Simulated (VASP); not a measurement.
Crystal: Si.

```
CELL_PARAMETERS angstrom
2.76918 0.00000 0.00000
-1.38459 2.39818 0.00000
0.00000 0.00000 4.52207
ATOMIC_POSITIONS crystal
Si 0.33333 0.66667 0.25000
Si 0.66667 0.33333 0.75000
```

```yaml
Program: VASP 6.6.1
Task: relaxation of cell and atoms
Functional: LDA
Potentials_or_basis: VASP PAW LDA potentials, release 64 (Si)
Cutoff: 600 eV
k_mesh: 13 × 13 × 7
Occupations: fermi-dirac, width 0.1 eV
Spin: no spin polarisation
```

At the start: pressure -6.5 GPa; volume 15.02 Å³/atom.

Task: Where does the relaxation end?

Result: Over 11 steps the energy falls by 26.4 meV/atom and the volume is 13.85 Å³/atom (-7.8 %); space group P6_3/mmc (No. 194, to 0.05 Å).

Step by step:
| step | energy change (eV) | largest force (eV/Å) | pressure (GPa) | volume (Å³) |
| --- | --- | --- | --- | --- |
| 1 | 0.0000 | 0.0000 | -6.53 | 30.03 |
| 2 | -0.0508 | 0.0000 | 0.78 | 27.45 |
| 3 | -0.0514 | 0.0000 | 0.02 | 27.67 |
| 4 | -0.0514 | 0.0000 | -0.13 | 27.71 |
| 5 | -0.0515 | 0.0000 | -0.13 | 27.71 |
| 6 | -0.0518 | 0.0000 | -0.11 | 27.71 |
| 7 | -0.0524 | 0.0000 | -0.06 | 27.70 |
| 8 | -0.0521 | 0.0000 | 0.05 | 27.68 |
| 9 | -0.0527 | 0.0000 | -0.03 | 27.70 |
| 10 | -0.0526 | 0.0000 | 0.02 | 27.69 |
| 11 | -0.0528 | 0.0000 | -0.02 | 27.70 |

Final structure:
```
Si
1.0
     2.66755    0.00000    0.00000
    -1.33377    2.31016    0.00000
     0.00000    0.00000    4.49445
Si
2
Direct
  0.33333 0.66667 0.25000
  0.66667 0.33333 0.75000
```
